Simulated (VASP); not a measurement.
Wanted: the native input for a VASP 6.6.1 run.

```
Task                   : single point
Functional             : PBE
Potentials or basis    : VASP PAW PBE potentials, release 64 (As, Se)
Cutoff                 : 520 eV
k mesh                 : 6 × 6 × 6
Occupations            : gaussian, width 0.1 eV
Spin                   : no spin polarisation
Dipole correction      : no
Further INCAR settings : ALGO = Normal; EDIFF = 1e-06; NBANDS = 38
```

The structure of As3Se2 lies in POSCAR:

```
As3Se2
1.0
    3.7130280069      2.1437177193      4.9335487333
   -3.7130280069      2.1437177193      4.9335487333
    0.0000000000     -4.2874354387      4.9335487333
As Se
6 4
Direct
    0.0748586461      0.4251413539      0.7500000000
    0.7500000000      0.0748586461      0.4251413539
    0.4251413539      0.7500000000      0.0748586461
    0.9251413539      0.5748586461      0.2500000000
    0.2500000000      0.9251413539      0.5748586461
    0.5748586461      0.2500000000      0.9251413539
    0.8658191804      0.8658191804      0.8658191804
    0.6341808196      0.6341808196      0.6341808196
    0.1341808196      0.1341808196      0.1341808196
    0.3658191804      0.3658191804      0.3658191804
```

These files were run (other wordings do the same):

INCAR

```
PREC     = Accurate       # precision mode
ENCUT    = 520            # plane-wave cutoff, eV
EDIFF    = 1E-6           # SCF threshold, eV
ISMEAR   = 0              # smearing method
SIGMA    = 0.1            # smearing width, eV
LREAL    = F              # projectors in reciprocal space
LASPH    = T              # aspherical terms in the spheres
NELM     = 100            # most SCF steps
ALGO     = Normal         # electronic algorithm
ISIF     = 2              # what is computed and relaxed
LWAVE    = F              # write WAVECAR
LCHARG   = T              # write CHGCAR
GGA      = PE             # functional
LELF     = T              # ELF
LVHAR    = T            
NBANDS   = 38             # bands
```

KPOINTS

```
regular mesh
0
Gamma
  6 6 6
```

Potentials or basis: VASP PAW PBE potentials, release 64 (As, Se).

Launch:

```sh
$ cat potpaw_PBE.64/As/POTCAR potpaw_PBE.64/Se/POTCAR > POTCAR
$ mpirun -np 1 vasp_std > vasp.out
```

Results of the run:

| Quantity | Value |
| --- | --- |
| Pressure | 0.0 GPa |
| Largest force | 0.017 eV/Å |
| Band gap on the k mesh | zero (bands 27 and 28 overlap by 1.41 eV) |

Run time: 3.9 min on 1 thread of Intel(R) Xeon(R) Platinum 8259CL CPU @ 2.50GHz (Skylake/Cascade Lake), on a shared host, peak memory 0.47 GiB.
